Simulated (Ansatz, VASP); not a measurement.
One calculation of Fe, two programs

Contents of INCAR:

```
SYSTEM = Fe
PREC = Accurate
ENCUT = 520
EDIFF = 1E-7
ISMEAR = -1
SIGMA = 0.15
LREAL = .False.
LASPH = .True.
NELM = 150
ALGO = Normal
ISIF = 2
LWAVE = .False.
LCHARG = .False.
ISPIN = 2
MAGMOM = 2.4
LORBIT = 11
LMAXMIX = 4
GGA = PE
IVDW = 13
NBANDS = 14
```

File KPOINTS:

```
Automatic mesh
0
Gamma
  11 11 11
  0 0 0
```

The input POSCAR:

```
Fe
1.0
    0.0128625000      1.7150000000      1.7150000000
    1.7150000000      0.0128625000      1.7150000000
    1.7278625000      1.7278625000      0.0000000000
Fe
1
Direct
    0.0000000000      0.0000000000      0.0000000000
```

Input for Ansatz:

```yaml
crystal:
  lattice:
    - [0.0128625, 1.715, 1.715]
    - [1.715, 0.0128625, 1.715]
    - [1.7278625, 1.7278625, 0.0]
  atoms:
    - { symbol: Fe, position: [0.0, 0.0, 0.0], spin: 2.4 }
basis:
  ecutwfc: 520.0
kpoints:
  mp_grid:
    grid: [11, 11, 11]
hamiltonian:
  xc: pbe
  dispersion: d4
magnetization:
  spin_polarized: true
scf:
  occupations:
    method: fermi_dirac
    width: 0.15
output:
  stress: true
```

Alike in both runs: task single point; functional PBE; dispersion D4; k mesh 11 × 11 × 11; occupations fermi-dirac, width 0.15 eV; collinear spin.

```csv
,VASP,Ansatz
version,VASP 6.6.1,Ansatz 0.2.0
potentials or method,"VASP PAW PBE potentials, release 64 (Fe), cutoff 520 eV","plane waves, PAW"
valence electrons in the cell,8,16
```

VASP gave:

* pressure (GPa): 2.7
* traceless stress, the component that is largest in VASP (GPa): -3.35
* net moment per atom (μB): 0.59
* size of the moment on the site where the two differ most (μB): 0.58

**Question.** What did Ansatz give for the same quantities?

**Answer.** Pressure (GPa): 2.8; traceless stress, the component that is largest in VASP (GPa): -3.54; net moment per atom (μB): 0.53; size of the moment on the site where the two differ most (μB): 0.54.

Site moments also hang on the region over which each program counts them. VASP's potentials hold 8 valence electrons a cell and Ansatz's 16, so a difference there can come from the potentials and not from the codes.
